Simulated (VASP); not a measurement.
MnO, 4 atoms in the cell. It takes space group P6_3mc (No. 186, hexagonal). The conventional cell has a = 3.393 Å, b = 3.393 Å, c = 5.317 Å, α = 90.00°, β = 90.00°, γ = 120.00°. Within 2.7 Å of Mn (site symmetry 3m) lie 4 O at 2.05 to 2.07 Å. Within 2.7 Å of O (site symmetry 3m) lie 4 Mn at 2.05 to 2.07 Å. 

| Item | Value |
| --- | --- |
| Program | VASP 6.6.1 |
| Task | single point |
| Functional | PBEsol |
| Potentials or basis | VASP PAW PBE potentials, release 64 (Mn_pv, O) |
| Cutoff | 520 eV |
| k mesh | 12 × 12 × 8 |
| Occupations | gaussian, width 0.1 eV |
| Spin | collinear spin, ferromagnetic start |
| Starting moments | [4.32, 4.32, 0.25, 0.25] μB |
| Dipole correction | no |
| k mesh for the DOS | 18 × 18 × 12 |
| Occupations for the DOS | tetrahedron |
| Further INCAR settings | ALGO = Normal; EDIFF = 1e-07; NBANDS = 31 |

Potentials or basis: VASP PAW PBE potentials, release 64 (Mn_pv, O).

Launch:

```sh
$ cat potpaw_PBE.64/Mn_pv/POTCAR potpaw_PBE.64/O/POTCAR > POTCAR
$ cp INCAR.step1 INCAR
$ cp KPOINTS.step1 KPOINTS
$ mpirun -np 1 vasp_std > vasp.out
$ cp INCAR.step2 INCAR
$ cp KPOINTS.step2 KPOINTS
$ mpirun -np 1 vasp_std > vasp.out
```

Hardware: 1 thread of Intel(R) Xeon(R) 6975P-C (Granite Rapids) (shared host).

Question: How long does it take, and how much memory?

Answer: It took 7.1 min on 1 thread of Intel(R) Xeon(R) 6975P-C (Granite Rapids), with other jobs on the host, peak memory 0.63 GiB. Counts: k points 259.
